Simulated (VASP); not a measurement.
**ZrB: single point with PBE**

ZrB:

```
CELL_PARAMETERS angstrom
0.00000 2.39475 2.35988
2.39475 0.00000 2.35988
2.39475 2.39475 0.00000
ATOMIC_POSITIONS crystal
Zr 0.00000 0.00000 0.00000
B 0.50000 0.50000 0.50000
```

This cell differs from its parent crystal: strain +0.030 along x and y, +0.015 along z.

```json
{
 "Program": "VASP 6.6.1",
 "Task": "single point",
 "Functional": "PBE",
 "Potentials or basis": "VASP PAW PBE potentials, release 64 (Zr_sv, B)",
 "Cutoff": "520 eV",
 "k mesh": "18 × 18 × 18",
 "Occupations": "gaussian, width 0.15 eV",
 "Spin": "no spin polarisation",
 "Dipole correction": "no",
 "Further INCAR settings": "ALGO = Normal; EDIFF = 1e-07; NBANDS = 14"
}
```

```yaml
Pressure: 16.4 GPa
```

Stress tensor (GPa, compression positive):
```
14.45  0.00  0.00
 0.00 14.45  0.00
 0.00  0.00 20.37
```

Levels at points of the mesh, in eV from the Fermi level:
```csv
k point,band 6,band 7,band 8,band 9,band 10,band 11
"(0.00, 0.00, 0.00)",1.80,1.80,1.95,3.37,3.51,3.60
"(0.50, 0.00, 0.00)",-3.91,-1.30,-1.26,5.27,5.37,6.76
"(0.50, 0.50, 0.00)",-0.95,-0.44,2.23,2.23,5.05,6.35
"(0.50, 0.00, 0.50)",-0.94,-0.62,2.30,2.37,5.03,6.29
```

It took 120 s on 1 thread of Intel(R) Xeon(R) Platinum 8488C (Sapphire Rapids), with other jobs on the host, peak memory 0.31 GiB.

Caveat: the cell differs from its parent crystal (strain +0.030 along x and y, +0.015 along z).
